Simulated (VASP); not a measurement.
Wanted: the native input for a VASP 6.6.1 run.

| Quantity | Value |
| --- | --- |
| Task | single point |
| Functional | PBE |
| Potentials or basis | VASP PAW PBE potentials, release 64 (Pt) |
| Cutoff | 520 eV |
| k mesh | 15 × 15 × 4 |
| Occupations | fermi-dirac, width 0.1 eV |
| Spin | no spin polarisation |
| Dipole correction | no |
| Further INCAR settings | ALGO = Normal; EDIFF = 1e-07; NBANDS = 28 |

The structure of Pt lies in POSCAR:

```
Pt
1.0
    2.8274834400      0.0000000000      0.0000000000
   -1.4137417200      2.4486724878      0.0000000000
    0.0000000000      0.0000000000      9.4409961479
Pt
4
Direct
    0.0000000000      1.0000000000      1.0000000000
    0.0000000000      1.0000000000      0.5000000000
    0.3333333333      0.6666666667      0.2500000000
    0.6666666667      0.3333333333      0.7500000000
```

This cell differs from its parent crystal: volume scaled by 1.04.

The input as run:

INCAR

```
SYSTEM = Pt
PREC     = Accurate       ! precision mode
ENCUT    = 520            ! plane-wave cutoff, eV
EDIFF    = 1E-7           ! SCF threshold, eV
ISMEAR   = -1             ! smearing method
SIGMA    = 0.1            ! smearing width, eV
LREAL    = .False.        ! projectors in reciprocal space
LASPH    = .True.         ! aspherical terms in the spheres
NELM     = 80             ! most SCF steps
ALGO     = Normal         ! electronic algorithm
ISIF     = 2              ! what is computed and relaxed
LWAVE    = .False.        ! write WAVECAR
LCHARG   = .False.        ! write CHGCAR
GGA      = PE             ! functional
NBANDS   = 28             ! bands
```

KPOINTS

```
Automatic mesh
0
Gamma
  15 15 4
  0 0 0
```

Potentials or basis: VASP PAW PBE potentials, release 64 (Pt).

Command:

```bash
$ cat potpaw_PBE.64/Pt/POTCAR > POTCAR
$ mpirun -np 1 vasp_std > vasp.out
```

Results of the run:

```
Pressure               : -9.0 GPa
Band gap on the k mesh : zero (band 20 reaches 10.11 eV, above the bottom of band 21 at 8.94 eV)
```

Caveat: spin-orbit coupling is left out, which moves the levels of the heavy elements.

Run time: 74 s on 1 thread of Intel(R) Xeon(R) 6975P-C (Granite Rapids), on a shared host, peak memory 0.25 GiB.
